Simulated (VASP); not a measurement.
A run of VASP 6.6.1 is set up as follows.

File INCAR:

```
  ALGO = Normal
  EDIFF = 1E-6
  ENCUT = 520
  GGA = PE
  ISIF = 2
  ISMEAR = 0
  LASPH = T
  LCHARG = F
  LREAL = F
  LWAVE = F
  NBANDS = 12
  NELM = 100
  PREC = Accurate
  SIGMA = 0.1
```

File KPOINTS:

```
k-points
0
Gamma
  6 6 6
```

The input POSCAR:

```
SiCl
1.0
    0.0000000000      2.8729167000      2.8729167000
    2.8729167000      0.0000000000      2.8729167000
    2.8729167000      2.8729167000      0.0000000000
Si Cl
1 1
Direct
    0.5000000000      0.5000000000      0.5000000000
    0.0000000000      0.0000000000      0.0000000000
```

Potentials or basis: VASP PAW PBE potentials, release 64 (Si, Cl).

Run with:

```bash
$ cat potpaw_PBE.64/Si/POTCAR potpaw_PBE.64/Cl/POTCAR > POTCAR
$ mpirun -np 1 vasp_std > vasp.out
```

Q: What does it give for the pressure?

A: -0.3 GPa.

Caveat: an odd number of electrons without spin polarisation forces a metal; a magnetic or distorted state may lie lower.
